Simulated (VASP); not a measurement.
# WS2 (R3m) in VASP: further runs

Aim: see how the results for WS2 move with the level of theory and the settings. Levels: LDA, PBE. Tasks: single point.

Program: VASP 6.6.1. These are calculated values, not measurements. Logs are shortened: lines on timing, memory, paths and dates and some standing lists are left out, and cuts for length are marked.

## 1. The cell of the first run

Symmetry: R3m, No. 160, trigonal system. The conventional cell has a = 3.172 Å, b = 3.172 Å, c = 18.712 Å, α = 90.00°, β = 90.00°, γ = 120.00°. W (site symmetry 3m) has 6 S at 2.41 Å and 6 W at 3.17 Å within 3.2 Å. Within 3.2 Å of S (site symmetry 3m) lie 3 W at 2.41 Å and 7 S at 3.12 to 3.17 Å. S (site symmetry 3m) has 3 W at 2.41 Å and 7 S at 3.12 to 3.17 Å within 3.2 Å.

## 2. Single point, LDA

INCAR reads:

```
SYSTEM = WS2
  PREC = Accurate
  ENCUT = 520
  EDIFF = 1E-6
  ISMEAR = 0
  SIGMA = 0.01
  LREAL = .False.
  LASPH = .True.
  NELM = 60
  ALGO = Normal
  ISIF = 2
  LWAVE = .False.
  LCHARG = .False.
  NBANDS = 20
```

KPOINTS reads:

```
Automatic mesh
0
Gamma
  4 4 4
  0 0 0
```

POSCAR reads:

```
WS2
1.0
    1.5858866948      0.9156121101      6.2374697496
   -1.5858866948      0.9156121101      6.2374697496
    0.0000000000     -1.8312242203      6.2374697496
W S
1 2
Direct
   -0.0000115685     -0.0000115685     -0.0000115685
    0.4167981689      0.4167981689      0.4167981689
    0.2498800663      0.2498800663      0.2498800663
```

Potentials or basis: VASP PAW LDA potentials, release 64 (W_sv, S).

On the command line:

```
> cat potpaw_LDA.64/W_sv/POTCAR potpaw_LDA.64/S/POTCAR > POTCAR
> mpirun -np 1 vasp_std > vasp.out
```

OUTCAR:

```text
SYSTEM = WS2
   PREC = Accurate
   ENCUT = 520
   EDIFF = 1E-6
   ISMEAR = 0
   LREAL = .False.
   LASPH = .True.
   NELM = 60
   ISIF = 2

 ion  position               nearest neighbor table
   1  1.000  1.000  1.000-   3 2.41   3 2.41   3 2.41   2 2.41   2 2.41   2 2.41
   2  0.417  0.417  0.417-   1 2.41   1 2.41   1 2.41
   3  0.250  0.250  0.250-   1 2.41   1 2.41   1 2.41

  LATTYP: Found a trigonal (rhomboedric) cell.
 ALAT       =     6.5007238845
 COS(alpha) =     0.8809715257

  Lattice vectors:

 A1 = (   1.5858866948,   0.9156121101,   6.2374697496)
 A2 = (  -1.5858866948,   0.9156121101,   6.2374697496)
 A3 = (   0.0000000000,  -1.8312242203,   6.2374697496)

Analysis of symmetry for initial positions (statically):
=====================================================================
 Subroutine PRICEL returns:
 Original cell was already a primitive cell.

 Routine SETGRP: Setting up the symmetry group for a
 trigonal (rhombohedral) supercell.

 Subroutine GETGRP returns: Found  6 space group operations
 (whereof  6 operations were pure point group operations)
 out of a pool of 12 trial point group operations.

The static configuration has the point symmetry C_3v.

Analysis of symmetry for dynamics (positions and initial velocities):
=====================================================================
 Subroutine PRICEL returns:
 Original cell was already a primitive cell.

 Routine SETGRP: Setting up the symmetry group for a
 trigonal (rhombohedral) supercell.

 Subroutine GETGRP returns: Found  6 space group operations
 (whereof  6 operations were pure point group operations)
 out of a pool of 12 trial point group operations.

The dynamic configuration has the point symmetry C_3v.

 Subroutine INISYM returns: Found  6 space group operations
 (whereof  6 operations are pure point group operations),
 and found     1 'primitive' translations

----------------------------------------------------------------------------------------

                                     Primitive cell

  volume of cell :      54.3430

  direct lattice vectors                    reciprocal lattice vectors
     1.585886695  0.915612110  6.237469750     0.315281036  0.182027591  0.053440473
    -1.585886695  0.915612110  6.237469750    -0.315281036  0.182027591  0.053440473
     0.000000000 -1.831224220  6.237469750     0.000000000 -0.364055182  0.053440473

  length of vectors
     6.500723884  6.500723884  6.500723884     0.367956600  0.367956600  0.367956600

  position of ions in fractional coordinates (direct lattice)
     0.999988432  0.999988432  0.999988432
     0.416798169  0.416798169  0.416798169
     0.249880066  0.249880066  0.249880066

  ion indices of the primitive-cell ions
   primitive index   ion index
                 1           1
                 2           2
                 3           3

----------------------------------------------------------------------------------------

 KPOINTS: Automatic mesh

Automatic generation of k-mesh.
 Grid dimensions read from file:
 generate k-points for:    4    4    4

 Generating k-lattice:

  Cartesian coordinates                     Fractional coordinates (reciprocal lattice)
     0.078820259  0.045506898  0.013360118     0.250000000 -0.000000000  0.000000000
    -0.078820259  0.045506898  0.013360118    -0.000000000  0.250000000  0.000000000
     0.000000000 -0.091013795  0.013360118     0.000000000  0.000000000  0.250000000

  Length of vectors
     0.091989150  0.091989150  0.091989150

  Shift w.r.t. Gamma in fractional coordinates (k-lattice)
     0.000000000  0.000000000  0.000000000

 Subroutine IBZKPT returns following result:
 ===========================================

 Found     13 irreducible k-points:

 Following reciprocal coordinates:
            Coordinates               Weight
  0.000000  0.000000  0.000000      1.000000
  0.250000 -0.000000 -0.000000      6.000000
  0.500000 -0.000000 -0.000000      3.000000
  0.250000  0.250000 -0.000000      6.000000
  0.500000  0.250000 -0.000000     12.000000
 -0.250000  0.250000  0.000000      6.000000
  0.500000  0.500000 -0.000000      3.000000
  0.250000  0.250000  0.250000      2.000000
  0.500000  0.250000  0.250000      6.000000
 -0.250000  0.250000  0.250000      6.000000
  0.500000  0.500000  0.250000      6.000000
 -0.250000  0.500000  0.250000      6.000000
  0.500000  0.500000  0.500000      1.000000
   k-points           NKPTS =     13   k-points in BZ     NKDIM =     13   number of bands    NBANDS=     20
   number of dos      NEDOS =    301   number of ions     NIONS =      3
   total plane-waves  NPLWV = 110592
   dimension x,y,z NGX =    48 NGY =   48 NGZ =   48
   dimension x,y,z NGXF=    96 NGYF=   96 NGZF=   96
   ions per type =               1   2
   NGX,Y,Z   is equivalent  to a cutoff of  12.28, 12.28, 12.28 a.u.
   NGXF,Y,Z  is equivalent  to a cutoff of  24.55, 24.55, 24.55 a.u.
 SYSTEM =  WS2
   PREC   = accura    normal or accurate (medium, high low for compatibility)
   ISTART =      0    job   : 0-new  1-cont  2-samecut
   ICHARG =      2    charge: 1-file 2-atom 10-const
   ISPIN  =      1    spin polarized calculation?
   LNONCOLLINEAR =      F non collinear calculations
   LSORBIT =      F    spin-orbit coupling
   LASPH  =      T    aspherical Exc in radial PAW
   ENCUT  =  520.0 eV  38.22 Ry    6.18 a.u.  12.09 12.09 12.09*2*pi/ulx,y,z
   NELM   =     60;   NELMIN=  2; NELMDL= -5     # of ELM steps
   EDIFF  = 0.1E-05   stopping-criterion for ELM
   LREAL  =      F    real-space projection
   EDIFFG = 0.1E-04   stopping-criterion for IOM
   NSW    =      0    number of steps for IOM
   IBRION =     -1    ionic relax: 0-MD 1-quasi-New 2-CG
   NFREE  =      0    steps in history (QN), initial steepest desc. (CG)
   ISIF   =      2    stress and relaxation
   ISYM   =      2    0-nonsym 1-usesym 2-fastsym
   POTIM  = 0.5000    time-step for ionic-motion
   TEBEG  =    0.0;   TEEND  =   0.0 temperature during run
   PSTRESS=    0.0 pullay stress
   NELECT =      26.0000    total number of electrons
   NUPDOWN=      -1.0000    fix difference up-down
   EMIN   =  10.00;   EMAX   =-10.00  energy-range for DOS
   EFERMI =   0.00;   METHOD = LEGACY
   ISMEAR =     0;   SIGMA  =   0.01  broadening in eV -4-tet -1-fermi 0-gaus
   EFERMI_NEDOS =   21; number of points for ismear=-14 and -15
   IALGO  =     38    algorithm
   IMIX   =      4    mixing-type and parameters
     AMIX     =   0.40;   BMIX     =  1.00
     AMIX_MAG =   1.60;   BMIX_MAG =  1.00
  volume/ion in A,a.u.               =      18.11       122.24
  Fermi-wavevector in a.u.,A,eV,Ry     =   1.280417  2.419638 22.306318  1.639468
  Thomas-Fermi vector in A             =   2.412846
   LORBIT       =      0    0 simple, 1 ext, 2 COOP (PROOUT), +10 PAW based schemes
   GGA     = CA    functional components
   LHFCALC =     F    Hartree Fock is set to
   AEXX    =    0.0000 exact exchange contribution
   IVDW    =     0    specifies the selected vdW correction
   LEPSILON=     F    determine dielectric tensor
   LRPA    =     F    only Hartree local field effects (RPA)
 non-spin polarized calculation
 Gauss-broadening in eV      SIGMA  =   0.01
  energy-cutoff  :      520.00
  volume of cell :       54.34
 maximum number of plane-waves:      1473
   NGX = 25   NGY = 25   NGZ = 25

 number of electron      26.0000002 magnetization

 Free energy of the ion-electron system (eV)
  ---------------------------------------------------
  ext. energy  EPLUGINS =         0.00000000
  ---------------------------------------------------
  free energy    TOTEN  =       -26.28816631 eV

  energy without entropy =      -26.28816631  energy(sigma->0) =      -26.28816631

 E-fermi :   7.1871     XC(G=0): -11.1126

 val. band max:        7.0730631858   @ k =   0.5000   0.5000   0.5000
 cond. band min:       8.4146982456   @ k =   0.2500  -0.0000  -0.0000
 fundamental gap:      1.3416350597
 Fermi energy:         7.1871348926

 k-point     1 :       0.0000    0.0000    0.0000
  band No.  band energies     occupation
      1     -67.1034      2.00000
      2     -31.6209      2.00000
      3     -31.4514      2.00000
      4     -31.4514      2.00000
      5      -8.4213      2.00000
      6      -6.4585      2.00000
[... 12 lines left out ...]
     19      14.8293      0.00000
     20      15.2039      0.00000

 k-point     2 :       0.2500   -0.0000   -0.0000
  band No.  band energies     occupation
      1     -67.0943      2.00000
      2     -31.6303      2.00000
      3     -31.5882      2.00000
      4     -31.4933      2.00000
      5      -7.4596      2.00000
      6      -6.1848      2.00000
[... 12 lines left out ...]
     19      15.1807      0.00000
     20      15.6424      0.00000

 k-point     3 :       0.5000   -0.0000   -0.0000
  band No.  band energies     occupation
      1     -67.0851      2.00000
      2     -31.8040      2.00000
      3     -31.5553      2.00000
      4     -31.5348      2.00000
      5      -6.1830      2.00000
      6      -5.8526      2.00000
[... 12 lines left out ...]
     19      13.5843      0.00000
     20      14.2665      0.00000

 k-point     4 :       0.2500    0.2500   -0.0000
  band No.  band energies     occupation
      1     -67.0943      2.00000
      2     -31.6304      2.00000
      3     -31.5882      2.00000
      4     -31.4933      2.00000
      5      -7.4287      2.00000
      6      -6.2362      2.00000
[... 12 lines left out ...]
     19      14.9345      0.00000
     20      15.7032      0.00000

 k-point     5 :       0.5000    0.2500   -0.0000
  band No.  band energies     occupation
      1     -67.0851      2.00000
      2     -31.7392      2.00000
      3     -31.6019      2.00000
      4     -31.5553      2.00000
      5      -6.1856      2.00000
      6      -5.8613      2.00000
[... 12 lines left out ...]
     19      14.7787      0.00000
     20      15.3483      0.00000

 k-point     6 :      -0.2500    0.2500    0.0000
  band No.  band energies     occupation
      1     -67.0851      2.00000
      2     -31.7392      2.00000
      3     -31.6019      2.00000
      4     -31.5553      2.00000
      5      -6.2294      2.00000
      6      -5.8105      2.00000
[... 12 lines left out ...]
     19      14.5865      0.00000
     20      15.8886      0.00000

 k-point     7 :       0.5000    0.5000   -0.0000
  band No.  band energies     occupation
      1     -67.0851      2.00000
      2     -31.8040      2.00000
      3     -31.5553      2.00000
      4     -31.5348      2.00000
      5      -6.1048      2.00000
      6      -5.9454      2.00000
[... 12 lines left out ...]
     19      13.7975      0.00000
     20      15.1359      0.00000

 k-point     8 :       0.2500    0.2500    0.2500
  band No.  band energies     occupation
      1     -67.1034      2.00000
      2     -31.6209      2.00000
      3     -31.4514      2.00000
      4     -31.4514      2.00000
      5      -8.3319      2.00000
      6      -6.6442      2.00000
[... 12 lines left out ...]
     19      15.0360      0.00000
     20      15.6644      0.00000

 k-point     9 :       0.5000    0.2500    0.2500
  band No.  band energies     occupation
      1     -67.0943      2.00000
      2     -31.6303      2.00000
      3     -31.5882      2.00000
      4     -31.4933      2.00000
      5      -7.3403      2.00000
      6      -6.3698      2.00000
[... 12 lines left out ...]
     19      15.1005      0.00000
     20      15.8742      0.00000

 k-point    10 :      -0.2500    0.2500    0.2500
  band No.  band energies     occupation
      1     -67.0851      2.00000
      2     -31.8040      2.00000
      3     -31.5553      2.00000
      4     -31.5348      2.00000
      5      -6.1509      2.00000
      6      -5.8921      2.00000
[... 12 lines left out ...]
     19      13.9938      0.00000
     20      14.7451      0.00000

 k-point    11 :       0.5000    0.5000    0.2500
  band No.  band energies     occupation
      1     -67.0943      2.00000
      2     -31.6303      2.00000
      3     -31.5882      2.00000
      4     -31.4933      2.00000
      5      -7.2973      2.00000
      6      -6.4323      2.00000
[... 12 lines left out ...]
     19      15.1022      0.00000
     20      15.6380      0.00000

 k-point    12 :      -0.2500    0.5000    0.2500
  band No.  band energies     occupation
      1     -67.0851      2.00000
      2     -31.7392      2.00000
      3     -31.6019      2.00000
      4     -31.5553      2.00000
      5      -6.1207      2.00000
      6      -5.9329      2.00000
[... 12 lines left out ...]
     19      14.1554      0.00000
     20      15.7002      0.00000

 k-point    13 :       0.5000    0.5000    0.5000
  band No.  band energies     occupation
      1     -67.1034      2.00000
      2     -31.6209      2.00000
      3     -31.4514      2.00000
      4     -31.4514      2.00000
      5      -8.2237      2.00000
      6      -6.8423      2.00000
[... 12 lines left out ...]
     19      15.2706      0.00000
     20      16.4082      0.00000

------------------------ aborting loop because EDIFF is reached ----------------------------------------

  FORCE on cell =-STRESS in cart. coord.  units (eV):
  Direction    XX          YY          ZZ          XY          YZ          ZX
  --------------------------------------------------------------------------------------
  -------------------------------------------------------------------------------------
  Total       -1.7674328     -1.7674328     -1.3079715      0.0000000      0.0000000      0.0000000
  in kB      -52.1086847    -52.1086847    -38.5625256      0.0000000      0.0000000      0.0000000
  external PRESSURE =     -47.5932984 kB  Pullay stress =       0.0000000 kB

 VOLUME and BASIS-vectors are now :
 -----------------------------------------------------------------------------
  energy-cutoff  :      520.00
  volume of cell :       54.34
      direct lattice vectors                 reciprocal lattice vectors
     1.585886695  0.915612110  6.237469750     0.315281036  0.182027591  0.053440473
    -1.585886695  0.915612110  6.237469750    -0.315281036  0.182027591  0.053440473
     0.000000000 -1.831224220  6.237469750     0.000000000 -0.364055182  0.053440473

 POSITION                                       TOTAL-FORCE (eV/Angst)
 -----------------------------------------------------------------------------------
      0.00000     -0.00000     18.71219         0.000000      0.000000     -0.003819
      0.00000     -0.00000      7.79930         0.000000      0.000000     -0.306085
      0.00000     -0.00000      4.67586         0.000000     -0.000000      0.309903
 -----------------------------------------------------------------------------------
    total drift:                                0.000000     -0.000000     -0.000028

  FREE ENERGIE OF THE ION-ELECTRON SYSTEM (eV)
  ---------------------------------------------------
  free  energy   TOTEN  =       -26.2881663147 eV

  energy  without entropy=      -26.2881663147  energy(sigma->0) =      -26.28816631
```

Run time: 36 s. Hardware: 1 thread of Intel Xeon 8259CL, shared host; peak memory 0.25 GiB.

What came out:

```
Free energy            : -26.2882 eV
Pressure               : -4.8 GPa
Largest force          : 0.310 eV/Å
Band gap on the k mesh : 1.34 eV (least direct gap 2.28 eV)
```

Forces on the atoms (eV/Å):
```
W    0.000  0.000 -0.004
S    0.000  0.000 -0.306
S    0.000  0.000  0.310
```

Levels at points of the mesh, in eV from the valence-band top:
```
           k point  band 9  band 10  band 11  band 12  band 13  band 14  band 15  band 16  band 17  band 18
(0.00, 0.00, 0.00)   -3.53    -2.30    -2.30    -1.55    -1.20     2.20     2.20     2.50     2.50     4.58
(0.50, 0.00, 0.00)   -5.24    -4.13    -2.52    -1.81    -1.66     2.22     2.54     3.55     3.88     4.34
(0.50, 0.50, 0.00)   -4.95    -4.06    -3.08    -1.98    -1.50     2.18     2.68     3.14     4.32     4.88
(0.50, 0.50, 0.50)   -3.54    -3.54    -2.27    -2.27     0.00     2.28     2.28     2.38     2.38     4.84
```

Caveat: the k points lie up to 0.58 Å⁻¹ apart; spin-orbit coupling is left out, which moves the levels of the heavy elements. A k mesh can miss the band edges.

## 3. Single point, PBE

INCAR reads:

```
ALGO = Normal
EDIFF = 1E-7
ENCUT = 520
GGA = PE
ISIF = 2
ISMEAR = 0
LASPH = True
LCHARG = False
LREAL = False
LWAVE = False
NBANDS = 20
NELM = 100
PREC = Accurate
SIGMA = 0.01
```

KPOINTS reads:

```
k-points
0
Gamma
  4 4 4
```

POSCAR is that of step 2.

Potentials or basis: VASP PAW PBE potentials, release 64 (W_sv, S).

On the command line:

```
> cat potpaw_PBE.64/W_sv/POTCAR potpaw_PBE.64/S/POTCAR > POTCAR
> mpirun -np 1 vasp_std > vasp.out
```

It took 78 s on 1 thread of Intel Xeon 8259CL, shared host; peak memory 0.31 GiB.

The run converged. Its results:

- Free energy: -23.6852 eV
- Pressure: 2.8 GPa
- Largest force: 0.138 eV/Å
- Band gap on the k mesh: 1.42 eV (least direct gap 2.30 eV)

Forces in eV/Å, atoms in the order of the input:
```
W    0.000  0.000 -0.003
S    0.000  0.000  0.138
S    0.000  0.000 -0.135
```

Stress tensor (GPa, compression positive):
```
2.42 0.00 0.00
0.00 2.42 0.00
0.00 0.00 3.67
```

Levels at points of the mesh, in eV from the valence-band top:
```
           k point  band 10  band 11  band 12  band 13  band 14  band 15  band 16  band 17
(0.00, 0.00, 0.00)    -2.30    -2.30    -1.60    -1.13     2.22     2.22     2.50     2.50
(0.50, 0.00, 0.00)    -4.13    -2.57    -1.85    -1.67     2.28     2.62     3.63     3.92
(0.50, 0.50, 0.00)    -4.06    -3.10    -2.02    -1.52     2.25     2.75     3.23     4.35
(0.50, 0.50, 0.50)    -3.53    -2.27    -2.27     0.00     2.30     2.30     2.38     2.38
```

Caveat: the k points lie up to 0.58 Å⁻¹ apart; spin-orbit coupling is left out, which moves the levels of the heavy elements.
